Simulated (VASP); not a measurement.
# SiC (P6_3mc) in VASP: notebook, part 2 of 2

VASP 6.6.1. The steps go on from the part before.

### Step 3. Single point, PBEsol

Input file INCAR:

```
SYSTEM = SiC
  PREC = Accurate
  ENCUT = 520
  EDIFF = 1E-7
  ISMEAR = 0
  SIGMA = 0.01
  LREAL = .FALSE.
  LASPH = .TRUE.
  NELM = 100
  ALGO = Normal
  ISIF = 2
  LWAVE = .FALSE.
  LCHARG = .FALSE.
  GGA = PS
  NBANDS = 16
```

Input file KPOINTS:

```
Automatic mesh
0
G
  8 8 6
  0 0 0
```

Input file POSCAR:

```
SiC
1.0
    3.0155943368      0.0000000000      0.0000000000
   -1.5077971684      2.6115813032      0.0000000000
    0.0000000000      0.0000000000      4.9457775466
Si C
2 2
Direct
    0.3333333333      0.6666666667      0.0046040387
    0.6666666667      0.3333333333      0.5046040387
    0.3333333333      0.6666666667      0.3803959613
    0.6666666667      0.3333333333      0.8803959613
```

Potentials or basis: VASP PAW PBE potentials, release 64 (Si, C).

The run is started by

```sh
$ cat potpaw_PBE.64/Si/POTCAR potpaw_PBE.64/C/POTCAR > POTCAR
$ mpirun -np 1 vasp_std > vasp.out
```

OUTCAR:

```text
SYSTEM = SiC
   PREC = Accurate
   ENCUT = 520
   EDIFF = 1E-7
   ISMEAR = 0
   LREAL = .FALSE.
   LASPH = .TRUE.
   NELM = 100
   ISIF = 2
   GGA = PS

 ion  position               nearest neighbor table
   1  0.333  0.667  0.005-   4 1.85   4 1.85   4 1.85   3 1.86   2 3.02   2 3.02   2 3.02   2 3.02
                             2 3.02   2 3.02
   2  0.667  0.333  0.505-   3 1.85   3 1.85   3 1.85   4 1.86   1 3.02   1 3.02   1 3.02   1 3.02
                             1 3.02   1 3.02
   3  0.333  0.667  0.380-   2 1.85   2 1.85   2 1.85   1 1.86
   4  0.667  0.333  0.880-   1 1.85   1 1.85   1 1.85   2 1.86

  LATTYP: Found a hexagonal cell.
 ALAT       =     3.0155943368
 C/A-ratio  =     1.6400672618

  Lattice vectors:

 A1 = (   3.0155943368,   0.0000000000,   0.0000000000)
 A2 = (  -1.5077971684,   2.6115813032,   0.0000000000)
 A3 = (   0.0000000000,   0.0000000000,   4.9457775466)

Analysis of symmetry for initial positions (statically):
=====================================================================
 Subroutine PRICEL returns:
 Original cell was already a primitive cell.

[... 180 lines left out ...]
 fundamental gap:      2.2816301179
 Fermi energy:         8.9680191311

 k-point     1 :       0.0000    0.0000    0.0000
  band No.  band energies     occupation
      1      -7.1733      2.00000
      2      -3.3325      2.00000
      3      -0.2110      2.00000
      4       7.5535      2.00000
      5       7.5535      2.00000
      6       8.7933      2.00000
[... 433 lines left out ...]
      3       1.0748      2.00000
      4       2.3935      2.00000
      5       4.6984      2.00000
      6       6.0802      2.00000
[... 8 lines left out ...]
     15      21.0934      0.00000
     16      21.4629      0.00000

 [... further k-points ...]

------------------------ aborting loop because EDIFF is reached ----------------------------------------

  FORCE on cell =-STRESS in cart. coord.  units (eV):
  Direction    XX          YY          ZZ          XY          YZ          ZX
  --------------------------------------------------------------------------------------
  -------------------------------------------------------------------------------------
  Total        3.7442772      3.7442772      3.7471666      0.0000000      0.0000000      0.0000000
  in kB      154.0165964    154.0165964    154.1354521      0.0000000      0.0000000      0.0000000
  external PRESSURE =     154.0562149 kB  Pullay stress =       0.0000000 kB

 VOLUME and BASIS-vectors are now :
 -----------------------------------------------------------------------------
  energy-cutoff  :      520.00
  volume of cell :       38.95
      direct lattice vectors                 reciprocal lattice vectors
     3.015594337  0.000000000  0.000000000     0.331609589  0.191454886  0.000000000
    -1.507797168  2.611581303  0.000000000     0.000000000  0.382909771  0.000000000
     0.000000000  0.000000000  4.945777547     0.000000000  0.000000000  0.202192677

 POSITION                                       TOTAL-FORCE (eV/Angst)
 -----------------------------------------------------------------------------------
     -0.00000      1.74105      0.02277         0.000000     -0.000000     -0.000265
      1.50780      0.87053      2.49566         0.000000     -0.000000     -0.000265
     -0.00000      1.74105      1.88135        -0.000000      0.000000      0.000265
      1.50780      0.87053      4.35424         0.000000     -0.000000      0.000265
 -----------------------------------------------------------------------------------
    total drift:                                0.000000      0.000000     -0.000335

  FREE ENERGIE OF THE ION-ELECTRON SYSTEM (eV)
  ---------------------------------------------------
  free  energy   TOTEN  =       -31.7070589233 eV

  energy  without entropy=      -31.7070589233  energy(sigma->0) =      -31.70705892
```

OSZICAR:

```text
N       E                     dE             d eps       ncg     rms          rms(c)
DAV:   1     0.226093906395E+02    0.22609E+02   -0.71490E+03  1280   0.899E+02
DAV:   2    -0.333403711962E+02   -0.55950E+02   -0.51422E+02  1832   0.160E+02
DAV:   3    -0.356592320455E+02   -0.23189E+01   -0.23100E+01  1680   0.295E+01
DAV:   4    -0.356746978138E+02   -0.15466E-01   -0.15464E-01  1568   0.299E+00
DAV:   5    -0.356748394299E+02   -0.14162E-03   -0.14160E-03  1648   0.267E-01    0.133E+01
DAV:   6    -0.318825345983E+02    0.37923E+01   -0.63105E+00  1624   0.156E+01    0.622E+00
DAV:   7    -0.317398923460E+02    0.14264E+00   -0.12037E+00  1816   0.646E+00    0.254E+00
DAV:   8    -0.317106053789E+02    0.29287E-01   -0.61347E-02  1504   0.149E+00    0.630E-01
DAV:   9    -0.317069277337E+02    0.36776E-02   -0.73202E-03  1656   0.582E-01    0.110E-01
DAV:  10    -0.317070535777E+02   -0.12584E-03   -0.63473E-04  1512   0.152E-01    0.512E-02
DAV:  11    -0.317070588565E+02   -0.52787E-05   -0.28107E-05  1672   0.404E-02    0.119E-02
DAV:  12    -0.317070589224E+02   -0.65970E-07   -0.26497E-06  1552   0.100E-02    0.364E-03
DAV:  13    -0.317070589233E+02   -0.86061E-09   -0.65461E-07  1680   0.492E-03
   1 F= -.31707059E+02 E0= -.31707059E+02  d E =-.517838E-21
```

stdout:

```text
POSCAR found type information on POSCAR SiC
 POSCAR found :  2 types and       4 ions
 scaLAPACK will be used
 -----------------------------------------------------------------------------
|                                                                             |
|                                                                             |
|     You enforced a specific xc type in the INCAR file but a different       |
|     I HOPE YOU KNOW WHAT YOU ARE DOING!                                     |
|                                                                             |
 -----------------------------------------------------------------------------

 LDA part: xc-table for (Slater+PW92), standard interpolation
 POSCAR, INCAR and KPOINTS ok, starting setup
 FFT: planning ... GRIDC
 FFT: planning ... GRID_SOFT
 FFT: planning ... GRID
 WAVECAR not read
 entering main loop
```

Run time: 34 s. Hardware: 1 thread of Intel Xeon 8259CL, shared host; peak memory 0.16 GiB.

Results:

```yaml
Free_energy: -31.7071 eV
Pressure: 15.4 GPa
Band_gap_on_the_k_mesh: 2.28 eV, indirect (least direct gap 3.96 eV)
```

Caveat: the PAW data sets were made with another functional, which shifts forces and pressure a little.

### Step 4. Single point, PBEsol

This run uses another cell than the first one, of 10.04 Å³/atom, 1.031 times its volume.

Input file INCAR:

```
ALGO     = Normal         # electronic algorithm
EDIFF    = 1E-6           # SCF threshold, eV
ENCUT    = 520            # plane-wave cutoff, eV
GGA      = PS             # functional
ISIF     = 2              # what is computed and relaxed
ISMEAR   = 0              # smearing method
LASPH    = True           # aspherical terms in the spheres
LCHARG   = False          # write CHGCAR
LREAL    = False          # projectors in reciprocal space
LWAVE    = False          # write WAVECAR
NBANDS   = 16             # bands
NELM     = 80             # most SCF steps
PREC     = Accurate       # precision mode
SIGMA    = 0.01           # smearing width, eV
```

Input file KPOINTS:

```
k-points
0
Gamma
  8 8 6
```

Input file POSCAR:

```
SiC
1.0
    3.0459743890      0.0000000000      0.0000000000
   -1.5229871945      2.6378912001      0.0000000000
    0.0000000000      0.0000000000      4.9969174779
Si C
2 2
Direct
    0.3333333333      0.6666666667      0.0045957099
    0.6666666667      0.3333333333      0.5045957099
    0.3333333333      0.6666666667      0.3804042901
    0.6666666667      0.3333333333      0.8804042901
```

Potentials or basis: VASP PAW PBE potentials, release 64 (Si, C).

The run is started by

```sh
$ cat potpaw_PBE.64/Si/POTCAR potpaw_PBE.64/C/POTCAR > POTCAR
$ mpirun -np 1 vasp_std > vasp.out
```

OUTCAR:

```text
EDIFF = 1E-6
   ENCUT = 520
   GGA = PS
   ISIF = 2
   ISMEAR = 0
   LASPH = True
   LREAL = False
   NELM = 80
   PREC = Accurate

 ion  position               nearest neighbor table
   1  0.333  0.667  0.005-   4 1.86   4 1.86   4 1.86   3 1.88   2 3.06   2 3.06   2 3.06   2 3.06
                             2 3.06   2 3.06
   2  0.667  0.333  0.505-   3 1.86   3 1.86   3 1.86   4 1.88   1 3.06   1 3.06   1 3.06   1 3.06
                             1 3.06   1 3.06
   3  0.333  0.667  0.380-   2 1.86   2 1.86   2 1.86   1 1.88
   4  0.667  0.333  0.880-   1 1.86   1 1.86   1 1.86   2 1.88

  LATTYP: Found a hexagonal cell.
 ALAT       =     3.0459743890
 C/A-ratio  =     1.6404988486

  Lattice vectors:

 A1 = (   3.0459743890,   0.0000000000,   0.0000000000)
 A2 = (  -1.5229871945,   2.6378912001,   0.0000000000)
 A3 = (   0.0000000000,   0.0000000000,   4.9969174779)

Analysis of symmetry for initial positions (statically):
=====================================================================
 Subroutine PRICEL returns:
[... 180 lines left out ...]
 val. band max:        8.5511018846   @ k =   0.0000   0.0000   0.0000
 cond. band min:      10.8787845365   @ k =   0.3750   0.2500   0.0000
 fundamental gap:      2.3276826518
 Fermi energy:         8.6681835675

 k-point     1 :       0.0000    0.0000    0.0000
  band No.  band energies     occupation
      1      -7.2796      2.00000
      2      -3.5591      2.00000
      3      -0.3856      2.00000
      4       7.2132      2.00000
      5       7.2132      2.00000
      6       8.4385      2.00000
[... 433 lines left out ...]
      3       0.8333      2.00000
      4       2.1209      2.00000
      5       4.4135      2.00000
      6       5.7743      2.00000
[... 8 lines left out ...]
     15      20.4632      0.00000
     16      20.7555      0.00000

 [... further k-points ...]

------------------------ aborting loop because EDIFF is reached ----------------------------------------

  FORCE on cell =-STRESS in cart. coord.  units (eV):
  Direction    XX          YY          ZZ          XY          YZ          ZX
  --------------------------------------------------------------------------------------
  -------------------------------------------------------------------------------------
  Total        1.8462552      1.8462552      1.8500835     -0.0000000      0.0000000      0.0000000
  in kB       73.6744693     73.6744693     73.8272379     -0.0000000      0.0000000      0.0000000
  external PRESSURE =      73.7253922 kB  Pullay stress =       0.0000000 kB

 VOLUME and BASIS-vectors are now :
 -----------------------------------------------------------------------------
  energy-cutoff  :      520.00
  volume of cell :       40.15
      direct lattice vectors                 reciprocal lattice vectors
     3.045974389  0.000000000  0.000000000     0.328302169  0.189545346  0.000000000
    -1.522987194  2.637891200  0.000000000     0.000000000  0.379090692  0.000000000
     0.000000000  0.000000000  4.996917478     0.000000000  0.000000000  0.200123377

 POSITION                                       TOTAL-FORCE (eV/Angst)
 -----------------------------------------------------------------------------------
     -0.00000      1.75859      0.02296         0.000000     -0.000000      0.000450
      1.52299      0.87930      2.52142        -0.000000      0.000000      0.000450
     -0.00000      1.75859      1.90085         0.000000      0.000000     -0.000450
      1.52299      0.87930      4.39931        -0.000000      0.000000     -0.000450
 -----------------------------------------------------------------------------------
    total drift:                               -0.000000      0.000000     -0.000177

  FREE ENERGIE OF THE ION-ELECTRON SYSTEM (eV)
  ---------------------------------------------------
  free  energy   TOTEN  =       -31.7919960625 eV

  energy  without entropy=      -31.7919960625  energy(sigma->0) =      -31.79199606
```

It took 40 s on 1 thread of Intel Xeon 8259CL, shared host; peak memory 0.16 GiB.

What came out:

```
Free energy            : -31.7920 eV
Pressure               : 7.4 GPa
Band gap on the k mesh : 2.33 eV, indirect (least direct gap 3.91 eV)
```

Levels at points of the mesh, in eV from the valence-band top:
| k point | band 4 | band 5 | band 6 | band 7 | band 8 | band 9 | band 10 | band 11 | band 12 | band 13 |
| --- | --- | --- | --- | --- | --- | --- | --- | --- | --- | --- |
| (0.00, 0.00, 0.00) | -1.34 | -1.34 | -0.11 | 0.00 | 0.00 | 4.99 | 6.47 | 6.77 | 6.77 | 7.93 |
| (0.50, 0.00, 0.00) | -6.38 | -5.58 | -3.43 | -3.41 | -1.21 | 2.70 | 4.15 | 7.03 | 7.16 | 10.29 |
| (0.00, 0.00, 0.50) | -4.52 | -0.72 | -0.72 | -0.72 | -0.72 | 6.08 | 6.08 | 7.43 | 7.43 | 7.43 |
| (0.50, 0.00, 0.50) | -8.46 | -2.50 | -2.50 | -2.37 | -2.37 | 3.23 | 3.23 | 5.29 | 5.29 | 10.51 |

Caveat: the PAW data sets were made with another functional, which shifts forces and pressure a little.
